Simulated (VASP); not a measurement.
A run of VASP 6.6.1 is set up as follows.

INCAR

```
SYSTEM = SiSn2
PREC = Accurate ; ENCUT = 520
EDIFF = 1E-6 ; ISMEAR = -1
SIGMA = 0.1 ; LREAL = .False.
LASPH = .True. ; NELM = 80
ALGO = Normal ; ISIF = 2
LWAVE = .False. ; LCHARG = .False.
GGA = PE ; NBANDS = 41
```

File KPOINTS:

```
Automatic mesh
0
Gamma
  7 7 5
  0 0 0
```

POSCAR

```
SiSn2
1.0
    2.7030320000      4.6817870000      0.0000000000
   -2.7030320000      4.6817870000      0.0000000000
    0.0000000000      0.0000000000      7.0395660000
Si Sn
2 4
Direct
    0.3333000000      0.3334000000      0.2760000000
    0.6666000000      0.6667000000      0.7760000000
    0.0000000000      0.0000000000      0.0280000000
    0.0000000000      0.0000000000      0.5280000000
    0.3333000000      0.3334000000      0.7960000000
    0.6666000000      0.6667000000      0.2960000000
```

Potentials or basis: VASP PAW PBE potentials, release 64 (Si, Sn_d).

Command:

```sh
$ cat potpaw_PBE.64/Si/POTCAR potpaw_PBE.64/Sn_d/POTCAR > POTCAR
$ mpirun -np 1 vasp_std > vasp.out
```

**Question.** What does it give for the band gap on the k mesh?

**Answer.** Zero (bands 32 and 33 overlap by 1.76 eV).

**Question.** What does it give for the pressure?

**Answer.** -7.4 GPa.

**Question.** Predict the largest force.

**Answer.** 0.217 eV/Å.

Stress tensor (GPa, compression positive):
```
-7.57  0.00  0.00
 0.00 -7.57  0.00
 0.00  0.00 -7.12
```

Caveat: the cell stands under tension; spin-orbit coupling is left out, which moves the levels of the heavy elements.
